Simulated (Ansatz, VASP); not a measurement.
Al16N17: VASP beside Ansatz

```xyz
33
Lattice="3.1302 -5.4217 0.0000 -6.2604 0.0000 0.0000 0.0000 0.0000 -10.0361" Properties=species:S:1:pos:R:3 pbc="T T T"
Al    0.0223   -1.8143   -2.5001
Al    0.2238   -1.7938   -7.4328
Al    1.5809   -4.5016   -2.5012
Al    1.6845   -4.3711   -7.4682
Al   -3.1369   -1.8211   -2.5327
Al   -3.1656   -1.8282   -7.3848
Al   -1.5467   -4.5174   -2.4626
Al   -1.4885   -4.4864   -7.5215
Al   -1.5941   -0.9026   -0.1575
Al   -1.5232   -0.8898   -4.9727
Al    0.0228   -3.6027    0.0080
Al    0.0226   -3.6179   -4.9845
Al   -4.6927   -0.9130    0.0278
Al   -4.6680   -0.8723   -4.9683
Al   -3.1226   -3.6098    0.0206
Al   -3.0816   -3.6275   -4.9782
N     0.0035   -1.8216   -0.6149
N     0.0381   -1.8058   -5.5638
N     1.5670   -4.4913   -0.6171
N     1.5969   -4.5087   -5.5870
N    -3.1761   -1.8399   -0.6772
N    -3.0978   -1.8017   -5.5197
N    -1.5488   -4.5177   -0.5493
N    -1.5261   -4.5092   -5.6059
N    -1.5484   -0.8986   -3.0782
N    -1.9696   -0.9808   -8.3826
N     0.0103   -3.6186   -3.0958
N     0.0918   -3.5538   -8.0901
N    -4.6912   -0.8874   -3.0922
N    -4.5535   -0.8727   -8.0867
N    -3.1038   -3.6331   -3.0997
N    -3.0165   -3.5069   -8.0907
N    -0.7072   -0.4506   -8.2459
```

Alike in both runs: functional PBE; k mesh 2 × 2 × 2; occupations gaussian, width 0.02 eV; collinear spin.

Ansatz relaxed the structure, and its values are those at the end. VASP's run is a single point on that final structure, the one shown.

```csv
,VASP,Ansatz
version,VASP 6.6.1,Ansatz 0.2.0
potentials or method,"VASP PAW PBE potentials, release 64 (Al, N), cutoff 520 eV","scalar-relativistic, plane waves, PAW"
valence electrons in the cell,133,133
```

```tsv
	VASP	Ansatz	Ansatz less VASP
rms of the force components (eV/Å)	0.017	0.003	-0.0147
net moment per atom (μB)	0.02	0.02	0.000
size of the moment on the site where the two differ most (μB)	0.16	0.12	-0.047
```

Site moments also hang on the region over which each program counts them. Ansatz's warnings: filled band counts differ across k points, seeded moment not kept.

The k mesh is coarse, so the values compare programs but aren't converged.
